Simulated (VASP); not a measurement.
# MoS2 (P6_3/mmc) in VASP: a series of runs

MoS2 is run at these levels: PBE; tasks: single point, relaxation of the atoms.

All numbers are computed with VASP 6.6.1; they aren't measurements. Logs are shortened: lines on timing, memory, paths and dates and some standing lists are left out, and cuts for length are marked.

## (1) The cell of the first run

Symmetry: P6_3/mmc, No. 194, hexagonal system. Conventional cell: a = 3.185 Å, b = 3.185 Å, c = 14.808 Å, α = 90.00°, β = 90.00°, γ = 120.00°. Mo (site symmetry -6m2) has 6 S at 2.41 Å and 6 Mo at 3.19 Å within 3.2 Å. Within 3.2 Å of S (site symmetry 3m) lie 3 Mo at 2.41 Å and 7 S at 3.13 to 3.19 Å.

## (2) Single point, PBE

INCAR

```
SYSTEM = MoS2
PREC = Accurate ; ENCUT = 520
EDIFF = 1E-6 ; ISMEAR = 0
SIGMA = 0.02 ; LREAL = .False.
LASPH = .True. ; NELM = 80
ALGO = Normal ; ISIF = 2
LWAVE = .False. ; LCHARG = .True.
GGA = PE ; LELF = .True.
LVHAR = .True. ; NBANDS = 35
```

KPOINTS

```
Automatic mesh
0
Gamma
  12 12 2
  0 0 0
```

POSCAR

```
MoS2
1.0
    3.1850687682      0.0000000000      0.0000000000
   -1.5925343841      2.7583504660      0.0000000000
    0.0000000000      0.0000000000     14.8080046477
Mo S
2 4
Direct
    0.6666666667      0.3333333333      0.2500000000
    0.3333333333      0.6666666667      0.7500000000
    0.6666666667      0.3333333333      0.6444804231
    0.3333333333      0.6666666667      0.3555195769
    0.6666666667      0.3333333333      0.8555195769
    0.3333333333      0.6666666667      0.1444804231
```

Potentials or basis: VASP PAW PBE potentials, release 64 (Mo_sv, S).

The run is started by

```sh
$ cat potpaw_PBE.64/Mo_sv/POTCAR potpaw_PBE.64/S/POTCAR > POTCAR
$ mpirun -np 1 vasp_std > vasp.out
```

OUTCAR:

```text
SYSTEM = MoS2
   PREC = Accurate
   ENCUT = 520
   EDIFF = 1E-6
   ISMEAR = 0
   LREAL = .False.
   LASPH = .True.
   NELM = 80
   ISIF = 2
   GGA = PE

 ion  position               nearest neighbor table
   1  0.667  0.333  0.250-   4 2.41   6 2.41   4 2.41   6 2.41   4 2.41   6 2.41
   2  0.333  0.667  0.750-   3 2.41   5 2.41   3 2.41   5 2.41   3 2.41   5 2.41
   3  0.667  0.333  0.644-   2 2.41   2 2.41   2 2.41
   4  0.333  0.667  0.356-   1 2.41   1 2.41   1 2.41
   5  0.667  0.333  0.856-   2 2.41   2 2.41   2 2.41
   6  0.333  0.667  0.144-   1 2.41   1 2.41   1 2.41

  LATTYP: Found a hexagonal cell.
 ALAT       =     3.1850687682
 C/A-ratio  =     4.6491946408

  Lattice vectors:

 A1 = (   3.1850687682,   0.0000000000,   0.0000000000)
 A2 = (  -1.5925343841,   2.7583504660,   0.0000000000)
 A3 = (   0.0000000000,   0.0000000000,  14.8080046477)

Analysis of symmetry for initial positions (statically):
=====================================================================
 Subroutine PRICEL returns:
 Original cell was already a primitive cell.

 Routine SETGRP: Setting up the symmetry group for a
 hexagonal supercell.

 Subroutine GETGRP returns: Found 24 space group operations
 (whereof 12 operations were pure point group operations)
 out of a pool of 24 trial point group operations.

The static configuration has the point symmetry D_3d.
 The point group associated with its full space group is D_6h.

Analysis of symmetry for dynamics (positions and initial velocities):
=====================================================================
 Subroutine PRICEL returns:
 Original cell was already a primitive cell.

 Routine SETGRP: Setting up the symmetry group for a
 hexagonal supercell.

 Subroutine GETGRP returns: Found 24 space group operations
 (whereof 12 operations were pure point group operations)
 out of a pool of 24 trial point group operations.

The dynamic configuration has the point symmetry D_3d.
 The point group associated with its full space group is D_6h.

 Subroutine INISYM returns: Found 24 space group operations
 (whereof 12 operations are pure point group operations),
 and found     1 'primitive' translations

----------------------------------------------------------------------------------------

                                     Primitive cell

  volume of cell :     130.0963

  direct lattice vectors                    reciprocal lattice vectors
     3.185068768  0.000000000  0.000000000     0.313964964  0.181267756  0.000000000
    -1.592534384  2.758350466  0.000000000     0.000000000  0.362535513  0.000000000
     0.000000000  0.000000000 14.808004648     0.000000000  0.000000000  0.067531043

  length of vectors
     3.185068768  3.185068768 14.808004648     0.362535513  0.362535513  0.067531043

  position of ions in fractional coordinates (direct lattice)
     0.666666667  0.333333333  0.250000000
     0.333333333  0.666666667  0.750000000
     0.666666667  0.333333333  0.644480423
     0.333333333  0.666666667  0.355519577
     0.666666667  0.333333333  0.855519577
     0.333333333  0.666666667  0.144480423

  ion indices of the primitive-cell ions
   primitive index   ion index
                 1           1
                 2           2
                 3           3
                 4           4
                 5           5
                 6           6

----------------------------------------------------------------------------------------

 KPOINTS: Automatic mesh

Automatic generation of k-mesh.
 Grid dimensions read from file:
 generate k-points for:   12   12    2

 Generating k-lattice:

  Cartesian coordinates                     Fractional coordinates (reciprocal lattice)
     0.026163747  0.015105646  0.000000000     0.083333333  0.000000000  0.000000000
     0.000000000  0.030211293  0.000000000     0.000000000  0.083333333  0.000000000
     0.000000000  0.000000000  0.033765522     0.000000000  0.000000000  0.500000000

  Length of vectors
     0.030211293  0.030211293  0.033765522

[... 53 lines left out ...]
      5     -30.2226      2.00000
      6     -30.2226      2.00000
[... 27 lines left out ...]
     34       7.5905      0.00000
     35      10.4353      0.00000

 k-point     2 :       0.0833   -0.0000    0.0000
  band No.  band energies     occupation
      1     -56.2843      2.00000
      2     -56.2843      2.00000
      3     -30.4194      2.00000
      4     -30.4194      2.00000
      5     -30.2479      2.00000
      6     -30.2479      2.00000
[... 27 lines left out ...]
     34       7.5202      0.00000
     35      10.8246      0.00000

 k-point     3 :       0.1667   -0.0000    0.0000
  band No.  band energies     occupation
      1     -56.2775      2.00000
      2     -56.2775      2.00000
      3     -30.4059      2.00000
      4     -30.4059      2.00000
      5     -30.3164      2.00000
      6     -30.3164      2.00000
[... 27 lines left out ...]
     34       7.9337      0.00000
     35      11.3849      0.00000

 k-point     4 :       0.2500    0.0000    0.0000
  band No.  band energies     occupation
      1     -56.2683      2.00000
      2     -56.2683      2.00000
      3     -30.4087      2.00000
      4     -30.4087      2.00000
      5     -30.3875      2.00000
      6     -30.3875      2.00000
[... 27 lines left out ...]
     34       8.3633      0.00000
     35      11.6853      0.00000

 k-point     5 :       0.3333    0.0000    0.0000
  band No.  band energies     occupation
      1     -56.2590      2.00000
      2     -56.2590      2.00000
      3     -30.4998      2.00000
      4     -30.4998      2.00000
      5     -30.3690      2.00000
      6     -30.3690      2.00000
[... 638 lines left out ...]
 k-point    22 :       0.1667   -0.0000    0.5000
  band No.  band energies     occupation
      1     -56.2775      2.00000
      2     -56.2775      2.00000
      3     -30.4059      2.00000
      4     -30.4059      2.00000
      5     -30.3164      2.00000
      6     -30.3164      2.00000
[... 27 lines left out ...]
     34       7.9279      0.00000
     35      11.6324      0.00000

 k-point    23 :       0.2500    0.0000    0.5000
  band No.  band energies     occupation
      1     -56.2683      2.00000
      2     -56.2683      2.00000
      3     -30.4087      2.00000
      4     -30.4087      2.00000
      5     -30.3875      2.00000
      6     -30.3875      2.00000
[... 27 lines left out ...]
     34       8.3528      0.00000
     35      11.9205      0.00000

 k-point    24 :       0.3333    0.0000    0.5000
  band No.  band energies     occupation
      1     -56.2590      2.00000
      2     -56.2590      2.00000
      3     -30.4998      2.00000
      4     -30.4998      2.00000
      5     -30.3690      2.00000
      6     -30.3690      2.00000
[... 27 lines left out ...]
     34       8.6627      0.00000
     35      11.9931      0.00000

 [... further k-points ...]
[... 5 lines left out ...]
  --------------------------------------------------------------------------------------
  -------------------------------------------------------------------------------------
  Total       -0.0704277     -0.0704277     -0.1008973      0.0000000      0.0000000      0.0000000
  in kB       -0.8673394     -0.8673394     -1.2425833      0.0000000      0.0000000      0.0000000
  external PRESSURE =      -0.9924207 kB  Pullay stress =       0.0000000 kB

 VOLUME and BASIS-vectors are now :
 -----------------------------------------------------------------------------
  energy-cutoff  :      520.00
  volume of cell :      130.10
      direct lattice vectors                 reciprocal lattice vectors
     3.185068768  0.000000000  0.000000000     0.313964964  0.181267756  0.000000000
    -1.592534384  2.758350466  0.000000000     0.000000000  0.362535513  0.000000000
     0.000000000  0.000000000 14.808004648     0.000000000  0.000000000  0.067531043

 POSITION                                       TOTAL-FORCE (eV/Angst)
 -----------------------------------------------------------------------------------
      1.59253      0.91945      3.70200        -0.000000      0.000000      0.000000
     -0.00000      1.83890     11.10600         0.000000     -0.000000      0.000000
      1.59253      0.91945      9.54347        -0.000000      0.000000      0.010395
     -0.00000      1.83890      5.26454         0.000000     -0.000000     -0.010395
      1.59253      0.91945     12.66854        -0.000000     -0.000000     -0.010395
     -0.00000      1.83890      2.13947        -0.000000      0.000000      0.010395
 -----------------------------------------------------------------------------------
    total drift:                               -0.000000      0.000000     -0.000000

  FREE ENERGIE OF THE ION-ELECTRON SYSTEM (eV)
  ---------------------------------------------------
  free  energy   TOTEN  =       -43.7154540370 eV

  energy  without entropy=      -43.7154540370  energy(sigma->0) =      -43.71545404
```

Wall time 5.1 min (1 thread of Intel Xeon 8259CL, shared host); peak memory 0.32 GiB.

Results:

* Free energy: -43.7155 eV
* Pressure: -0.1 GPa
* Largest force: 0.010 eV/Å
* Band gap on the k mesh: 1.46 eV (least direct gap 1.67 eV)

Forces on the atoms (eV/Å):
```
Mo   0.000  0.000  0.000
Mo   0.000  0.000  0.000
S    0.000  0.000  0.010
S    0.000  0.000 -0.010
S    0.000  0.000 -0.010
S    0.000  0.000  0.010
```

Levels at points of the mesh, in eV from the valence-band top:
```
           k point  band 23  band 24  band 25  band 26  band 27  band 28  band 29  band 30
(0.00, 0.00, 0.00)    -1.70    -1.67    -0.39     0.00     2.55     2.55     2.55     2.55
(0.50, 0.00, 0.00)    -1.19    -1.18    -0.84    -0.83     2.03     2.04     2.52     2.57
(0.00, 0.00, 0.50)    -1.70    -1.70    -0.16    -0.16     2.55     2.55     2.55     2.55
(0.50, 0.00, 0.50)    -1.18    -1.18    -0.83    -0.83     2.03     2.03     2.54     2.54
```

Caveat: this functional lacks dispersion, which binds layers or chains, so the pressure and a relaxed spacing across them are unreliable. A k mesh can miss the band edges.

## (3) Single point, PBE (biaxial strain in the a-b plane: +2.0 %, then relaxed in part)

INCAR

```
PREC = Accurate ; ENCUT = 520
EDIFF = 1E-7 ; ISMEAR = 0
SIGMA = 0.02 ; LREAL = False
LASPH = True ; NELM = 80
ALGO = Normal ; ISIF = 2
LWAVE = False ; LCHARG = False
GGA = PE ; NBANDS = 35
```

KPOINTS

```
regular mesh
0
Gamma
  12 12 2
```

POSCAR

```
MoS2
1.0
    3.2487701435      0.0000000000      0.0000000000
   -1.6243850718      2.8135174753      0.0000000000
    0.0000000000      0.0000000000     14.5907987836
Mo S
2 4
Direct
    0.6666666667      0.3333333333      0.2500000000
    0.3333333333      0.6666666667      0.7500000000
    0.6666666667      0.3333333333      0.6442982713
    0.3333333333      0.6666666667      0.3557017287
    0.6666666667      0.3333333333      0.8557017287
    0.3333333333      0.6666666667      0.1442982713
```

Potentials or basis: VASP PAW PBE potentials, release 64 (Mo_sv, S).

The run is started by

```sh
$ cat potpaw_PBE.64/Mo_sv/POTCAR potpaw_PBE.64/S/POTCAR > POTCAR
$ mpirun -np 1 vasp_std > vasp.out
```

It took 4.7 min on 1 thread of Intel Xeon 8259CL, shared host; peak memory 0.32 GiB.

Results (log left out):

| Property | Result |
| --- | --- |
| Free energy | -43.6461 eV |
| Pressure | -2.9 GPa |
| Largest force | 0.011 eV/Å |
| Band gap on the k mesh | 1.01 eV (least direct gap 1.46 eV) |

Forces in eV/Å, atoms in the order of the input:
```
Mo   0.000  0.000  0.000
Mo   0.000  0.000  0.000
S    0.000  0.000  0.011
S    0.000  0.000 -0.011
S    0.000  0.000 -0.011
S    0.000  0.000  0.011
```

Stress tensor (GPa, compression positive):
```
-4.25  0.00  0.00
 0.00 -4.25  0.00
 0.00  0.00 -0.13
```

Levels at points of the mesh, in eV from the valence-band top:
```tsv
k point	band 24	band 25	band 26	band 27	band 28	band 29
(0.00, 0.00, 0.00)	-1.63	-0.39	0.00	2.21	2.21	2.21
(0.50, 0.00, 0.00)	-1.54	-0.99	-0.98	1.61	1.62	2.10
(0.00, 0.00, 0.50)	-1.97	-0.16	-0.16	2.21	2.21	2.21
(0.50, 0.00, 0.50)	-1.55	-0.99	-0.99	1.62	1.62	2.13
```

Caveat: the cell differs from its parent crystal (biaxial strain in the a-b plane: +2.0 %, then relaxed in part); this functional lacks dispersion, which binds layers or chains, so the pressure and a relaxed spacing across them are unreliable. A k mesh can miss the band edges.

## (4) Single point, PBE (biaxial strain in the a-b plane: +2.0 %)

INCAR

```
ALGO     = Normal         # electronic algorithm
EDIFF    = 1E-6           # SCF threshold, eV
ENCUT    = 520            # plane-wave cutoff, eV
GGA      = PE             # functional
ISIF     = 2              # what is computed and relaxed
ISMEAR   = 0              # smearing method
LASPH    = T              # aspherical terms in the spheres
LCHARG   = F              # write CHGCAR
LREAL    = F              # projectors in reciprocal space
LWAVE    = F              # write WAVECAR
NBANDS   = 35             # bands
NELM     = 60             # most SCF steps
PREC     = Accurate       # precision mode
SIGMA    = 0.02           # smearing width, eV
```

KPOINTS

```
k-points
0
Gamma
  12 12 2
```

POSCAR

```
MoS2
1.0
    3.2487701435      0.0000000000      0.0000000000
   -1.6243850718      2.8135174754      0.0000000000
    0.0000000000      0.0000000000     14.6303085919
Mo S
2 4
Direct
    0.6666666667      0.3333333333      0.2500000000
    0.3333333333      0.6666666667      0.7500000000
    0.6666666667      0.3333333333      0.6444804231
    0.3333333333      0.6666666667      0.3555195769
    0.6666666667      0.3333333333      0.8555195769
    0.3333333333      0.6666666667      0.1444804231
```

The run is started by

```sh
$ cat potpaw_PBE.64/Mo_sv/POTCAR potpaw_PBE.64/S/POTCAR > POTCAR
$ mpirun -np 1 vasp_std > vasp.out
```

It took 4.5 min on 1 thread of Intel Xeon 8259CL, shared host; peak memory 0.32 GiB.

It converged, with:

```yaml
Free_energy: -43.6459 eV
Pressure: -3.0 GPa
Largest_force: 0.038 eV/Å
Band_gap_on_the_k_mesh: 1.02 eV (least direct gap 1.46 eV)
```

Forces in eV/Å, atoms in the order of the input:
```
Mo   0.000  0.000  0.000
Mo   0.000  0.000  0.000
S    0.000  0.000  0.038
S    0.000  0.000 -0.038
S    0.000  0.000 -0.038
S    0.000  0.000  0.038
```

Stress tensor (GPa, compression positive):
```
-4.30  0.00  0.00
 0.00 -4.30  0.00
 0.00  0.00 -0.34
```

Levels at points of the mesh, in eV from the valence-band top:
| k point | band 23 | band 24 | band 25 | band 26 | band 27 | band 28 | band 29 | band 30 |
| --- | --- | --- | --- | --- | --- | --- | --- | --- |
| (0.00, 0.00, 0.00) | -2.02 | -1.63 | -0.38 | 0.00 | 2.21 | 2.21 | 2.22 | 2.22 |
| (0.50, 0.00, 0.00) | -1.54 | -1.53 | -0.98 | -0.97 | 1.62 | 1.63 | 2.11 | 2.16 |
| (0.00, 0.00, 0.50) | -1.97 | -1.97 | -0.16 | -0.16 | 2.21 | 2.21 | 2.21 | 2.21 |
| (0.50, 0.00, 0.50) | -1.53 | -1.53 | -0.98 | -0.98 | 1.63 | 1.63 | 2.14 | 2.14 |

Caveat: the cell differs from its parent crystal (biaxial strain in the a-b plane: +2.0 %); this functional lacks dispersion, which binds layers or chains, so the pressure and a relaxed spacing across them are unreliable.

## (5) Relaxation of the atoms, PBE (strain along c alone, the other axes held: -4.0 %)

INCAR

```
PREC     = Accurate       # precision mode
ENCUT    = 520            # plane-wave cutoff, eV
EDIFF    = 1E-6           # SCF threshold, eV
ISMEAR   = 0              # smearing method
SIGMA    = 0.02           # smearing width, eV
LREAL    = False          # projectors in reciprocal space
LASPH    = True           # aspherical terms in the spheres
NELM     = 100            # most SCF steps
ALGO     = Normal         # electronic algorithm
ISIF     = 2              # what is computed and relaxed
LWAVE    = False          # write WAVECAR
LCHARG   = False          # write CHGCAR
GGA      = PE             # functional
IBRION   = 2              # ionic algorithm
NSW      = 60             # ionic steps
EDIFFG   = -0.008         # ionic threshold
KPAR     = 4
```

KPOINTS

```
regular mesh
0
Gamma
  12 12 2
```

POSCAR

```
MoS2
1.0
    3.1850687626      0.0000000000      0.0000000000
   -1.5925343813      2.7583504612      0.0000000000
    0.0000000000      0.0000000000     14.2156739598
Mo S
2 4
Direct
    0.6666666667      0.3333333333      0.2500000000
    0.3333333333      0.6666666667      0.7500000000
    0.6666666667      0.3333333333      0.6423340849
    0.3333333333      0.6666666667      0.3576659151
    0.6666666667      0.3333333333      0.8576659151
    0.3333333333      0.6666666667      0.1423340849
```

The run is started by

```sh
$ cat potpaw_PBE.64/Mo_sv/POTCAR potpaw_PBE.64/S/POTCAR > POTCAR
$ mpirun -np 4 vasp_std > vasp.out
```

Run time: 1.8 min. Hardware: 4 MPI ranks of Intel Xeon Platinum 8259CL at 2.50GHz (Skylake/Cascade Lake), shared host; peak memory 0.31 GiB.

The run converged. Its results:

* Free energy: -43.7141 eV
* Energy gained by relaxing: 6.2 meV/atom
* Ionic steps: 3
* Pressure after relaxing: 0.0 GPa
* Band gap on the k mesh: 1.38 eV (least direct gap 1.66 eV)

Stress tensor (GPa, compression positive):
```
-0.03  0.00  0.00
 0.00 -0.03  0.00
 0.00  0.00  0.05
```

The path:
| step | energy change (eV) | largest force (eV/Å) | pressure (GPa) |
| --- | --- | --- | --- |
| 1 | 0.0000 | 0.6039 | 2.66 |
| 2 | -0.0370 | 0.0395 | 0.17 |
| 3 | -0.0372 | 0.0003 | -0.01 |

Final structure:
```xyz
6
Lattice="3.1851 0.0000 0.0000 -1.5925 2.7584 0.0000 0.0000 0.0000 14.2157" Properties=species:S:1:pos:R:3 pbc="T T T"
Mo    1.5925    0.9195    3.5539
Mo    0.0000    1.8389   10.6618
S     1.5925    0.9195    9.0999
S     0.0000    1.8389    5.1157
S     1.5925    0.9195   12.2236
S     0.0000    1.8389    1.9921
```

Levels at points of the mesh, in eV from the valence-band top:
| k point | band 23 | band 24 | band 25 | band 26 | band 27 | band 28 | band 29 | band 30 |
| --- | --- | --- | --- | --- | --- | --- | --- | --- |
| (0.00, 0.00, 0.00) | -1.78 | -1.62 | -0.52 | 0.00 | 2.48 | 2.48 | 2.48 | 2.48 |
| (0.50, 0.00, 0.00) | -1.27 | -1.25 | -0.92 | -0.90 | 1.96 | 1.96 | 2.43 | 2.51 |
| (0.00, 0.00, 0.50) | -1.78 | -1.78 | -0.20 | -0.20 | 2.48 | 2.48 | 2.48 | 2.48 |
| (0.50, 0.00, 0.50) | -1.26 | -1.26 | -0.91 | -0.91 | 1.96 | 1.96 | 2.47 | 2.47 |

Caveat: the cell differs from its parent crystal (strain along c alone, the other axes held: -4.0 %); this functional lacks dispersion, which binds layers or chains, so the pressure and a relaxed spacing across them are unreliable. A k mesh can miss the band edges.

## (6) The runs side by side

```csv
task,cell,gap on the mesh (eV),pressure (GPa),largest force (eV/Å)
single point,"a = 3.185, b = 3.185, c = 14.808 Å, angles 90.0, 90.0, 120.0°, 6 atoms, atomic positions A",1.46,-0.1,0.01
single point,"a = 3.249, b = 3.249, c = 14.591 Å, angles 90.0, 90.0, 120.0°, 6 atoms, atomic positions B",1.01,-2.9,0.01
single point,"a = 3.249, b = 3.249, c = 14.630 Å, angles 90.0, 90.0, 120.0°, 6 atoms, atomic positions A",1.02,-3.0,0.04
relaxation of the atoms,"atoms relaxed from a = 3.185, b = 3.185, c = 14.216 Å, angles 90.0, 90.0, 120.0°, 6 atoms, atomic positions C",1.38,0.0,-
```

Alike in all rows: level PBE; potentials or basis VASP PAW PBE potentials, release 64 (Mo_sv, S); no spin polarisation; k mesh 12 × 12 × 2; cutoff (eV) 520; smearing gaussian 0.02 eV.

Caveats: this functional lacks dispersion, which binds layers or chains, so the pressure and a relaxed spacing across them are unreliable.

Absolute energies hang on the potentials; compare differences alone.
